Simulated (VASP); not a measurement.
A run of VASP 6.6.1 is set up as follows.

File INCAR:

```
SYSTEM = EuO
ALGO = Normal
EDIFF = 1E-6
ENCUT = 600
GGA = PE
GGA_COMPAT = .FALSE.
ISIF = 2
ISMEAR = -1
ISPIN = 2
LASPH = .TRUE.
LCHARG = .FALSE.
LDAU = .TRUE.
LDAUJ = 0 0
LDAUL = 3 -1
LDAUPRINT = 1
LDAUTYPE = 2
LDAUU = 6 0
LMAXMIX = 6
LORBIT = 11
LREAL = .FALSE.
LWAVE = .FALSE.
MAGMOM = 7.44 0
NBANDS = 22
NELM = 200
PREC = Accurate
SIGMA = 0.05
```

KPOINTS

```
k-points
0
G
  10 10 10
  0 0 0
```

The input POSCAR:

```
EuO
1.0
    0.0000000000      2.5882963009      2.5882963009
    2.5882963009      0.0000000000      2.5882963009
    2.5882963009      2.5882963009      0.0000000000
Eu O
1 1
Direct
    0.0000000000      0.0000000000      0.0000000000
    0.5000000000      0.5000000000      0.5000000000
```

Potentials or basis: VASP PAW PBE potentials, release 64 (Eu, O).

The run is started by

```console
$ cat potpaw_PBE.64/Eu/POTCAR potpaw_PBE.64/O/POTCAR > POTCAR
$ mpirun -np 1 vasp_std > vasp.out
```

**Question.** Predict the net moment.

**Answer.** 7.00 μB per cell.

**Question.** Estimate the pressure.

**Answer.** -0.4 GPa.

**Question.** What does it give for the site moments?

**Answer.** Eu +6.73; O -0.09 μB.

Eigenvalues of the final occupation matrices:
```csv
site,spin,trace,eigenvalues
site 1 f,1,6.81,0.96 0.97 0.97 0.97 0.98 0.98 0.98
site 1 f,2,0.02,0.00 0.00 0.00 0.00 0.00 0.00 0.00
```

Caveat: spin-orbit coupling is left out, which moves the levels of the heavy elements; a cell with one magnetic atom can't hold antiferromagnetic order, which such compounds often take. The state reached can hang on the start; a lower one may exist.
